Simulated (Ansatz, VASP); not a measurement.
## MgTl: VASP beside Ansatz

The input INCAR:

```
  PREC = Accurate
  ENCUT = 520
  EDIFF = 1E-6
  ISMEAR = -1
  SIGMA = 0.05
  LREAL = F
  LASPH = T
  NELM = 100
  ALGO = Normal
  ISIF = 2
  LWAVE = F
  LCHARG = F
  NBANDS = 14
```

Contents of KPOINTS:

```
Automatic mesh
0
Gamma
  9 9 9
```

The input POSCAR:

```
MgTl
1.0
    3.5858723561      0.0000000000      0.0000000000
    0.0000000000      3.5858723561      0.0000000000
    0.0000000000      0.0000000000      3.5858723561
Mg Tl
1 1
Direct
    0.0000000000      0.0000000000      0.0000000000
    0.5000000000      0.5000000000      0.5000000000
```

Input for Ansatz:

```yaml
crystal:
  lattice:
    - [3.5858723561, 0.0, 0.0]
    - [0.0, 3.5858723561, 0.0]
    - [0.0, 0.0, 3.5858723561]
  atoms:
    - { symbol: Mg, position: [0.0, 0.0, 0.0] }
    - { symbol: Tl, position: [0.5, 0.5, 0.5] }
kpoints:
  mp_grid: { grid: [9, 9, 9] }
  band_path:
    path:
      - [0.0, 0.0, 0.0]
      - [0.0, 0.5, 0.0]
      - [0.5, 0.5, 0.0]
      - [0.0, 0.0, 0.0]
      - [0.5, 0.5, 0.5]
      - [0.0, 0.5, 0.0]
      - [0.5, 0.5, 0.5]
      - [0.5, 0.5, 0.0]
    npoints: 5
scf:
  occupations: { method: fermi_dirac, width: 0.05 }
hamiltonian:
  xc: lda
  pseudopotentials: { kind: all_electron, lapw: { basis_error: 0.0005 } }
output:
  forces: true
  stress: true
  eigenvalues: true
```

Change from the starting cell: volume scaled by 0.96.

Alike in both runs: task single point; functional LDA; k mesh 9 × 9 × 9; occupations fermi-dirac, width 0.05 eV; no spin polarisation.

|  | VASP | Ansatz |
| --- | --- | --- |
| version | VASP 6.6.1 | Ansatz 0.2.0 |
| potentials or method | VASP PAW LDA potentials, release 64 (Mg, Tl_d), cutoff 520 eV | all-electron LAPW, scalar-relativistic |

Ansatz gave:

* pressure (GPa): -0.9

Task: Estimate VASP's values.

Result: Pressure (GPa): -1.2.

LDA's correlation is that of Perdew and Zunger in VASP and of Perdew and Wang (1992) in Ansatz. Ansatz ran all-electron here, and VASP with PAW potentials.

Neither program's run includes spin-orbit coupling.
